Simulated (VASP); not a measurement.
Set up this calculation in VASP 6.6.1, as the native input.

- Task: electric field gradients
- Functional: PBEsol
- Potentials or basis: VASP PAW PBE potentials, release 64 (Ta_pv, Se, O)
- Cutoff: 520 eV
- k mesh: 12 × 12 × 10
- Occupations: fermi-dirac, width 0.15 eV
- Spin: no spin polarisation
- Dipole correction: no
- Further INCAR settings: ALGO = Normal; EDIFF = 1e-08; NBANDS = 25

The structure of Ta2SeO lies in POSCAR:

```
Ta2SeO
1.0
    3.5168106974      0.0000000000      0.0000000000
    0.0000000000      3.5168106974      0.0000000000
    0.0000000000      0.0000000000      4.8532366614
Ta Se O
2 1 1
Direct
    0.0000000000      0.0000000000      0.0000000000
    0.5000000000      0.5000000000      0.5000000000
    0.0000000000      0.0000000000      0.5000000000
    0.5000000000      0.5000000000      0.0000000000
```

The input as run:

INCAR

```
ALGO = Normal ; EDIFF = 1E-8
ENCUT = 520 ; GGA = PS
ISIF = 2 ; ISMEAR = -1
LASPH = T ; LCHARG = F
LEFG = T ; LREAL = F
LWAVE = F ; NBANDS = 25
NELM = 100 ; PREC = Accurate
SIGMA = 0.15
```

KPOINTS

```
k-points
0
Gamma
  12 12 10
```

Potentials or basis: VASP PAW PBE potentials, release 64 (Ta_pv, Se, O).

The run is started by

```bash
$ cat potpaw_PBE.64/Ta_pv/POTCAR potpaw_PBE.64/Se/POTCAR potpaw_PBE.64/O/POTCAR > POTCAR
$ mpirun -np 1 vasp_std > vasp.out
```

It gave:

```
Pressure                                : 0.6 GPa
Band gap on the k mesh                  : zero (bands 17 and 18 overlap by 2.64 eV)
Largest electric field gradient by atom : Ta -319.5, +162.7; Se -31.9; O -3.5 V/Å²
```

Caveat: without QUAD_EFG the Cq values of the log hold for a quadrupole moment of 1 mb, not for the nuclei; the PAW data sets were made with another functional, which shifts forces and pressure a little; spin-orbit coupling is left out, which moves the levels of the heavy elements.

Run time: 110 s on 1 thread of AMD EPYC 9R45 96-Core Processor (Zen 5), on a shared host, peak memory 0.33 GiB.
